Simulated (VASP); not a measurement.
**SiC (Moissanite 3C): single point with PBEsol**

SiC (Moissanite 3C):

```xyz
2
Lattice="0.0000 2.1790 2.1790 2.1790 0.0000 2.1790 2.1790 2.1790 0.0000" Properties=species:S:1:pos:R:3 pbc="T T T"
Si    0.0000    0.0000    0.0000
C     1.0895    1.0895    1.0895
```

* Program: VASP 6.6.1
* Task: single point
* Functional: PBEsol
* Potentials or basis: VASP PAW PBE potentials, release 64 (Si, C)
* Cutoff: 600 eV
* k mesh: 4 × 4 × 4
* Occupations: gaussian, width 0.01 eV
* Spin: no spin polarisation

```yaml
Pressure: 0.4 GPa
Band_gap_on_the_k_mesh: 1.18 eV, indirect (least direct gap 4.41 eV)
```

Levels at points of the mesh, in eV from the valence-band top:
| k point | band 1 | band 2 | band 3 | band 4 | band 5 | band 6 | band 7 | band 8 | band 9 |
| --- | --- | --- | --- | --- | --- | --- | --- | --- | --- |
| (0.00, 0.00, 0.00) | -15.45 | 0.00 | 0.00 | 0.00 | 6.17 | 7.19 | 7.19 | 7.19 | 14.41 |
| (0.50, 0.00, 0.00) | -11.84 | -8.64 | -1.06 | -1.06 | 5.34 | 7.09 | 7.09 | 9.89 | 15.98 |
| (0.50, 0.50, 0.00) | -10.36 | -7.87 | -3.23 | -3.23 | 1.18 | 4.15 | 13.93 | 13.93 | 14.69 |

It used 5.8 s of CPU time on 1 thread of AMD EPYC 7R13 Processor (Zen 3), with other jobs on the host.

Caveat: the k points lie up to 0.62 Å⁻¹ apart; the PAW data sets were made with another functional, which shifts forces and pressure a little. A hybrid or GW would open this gap; PBEsol tends to underestimate it.
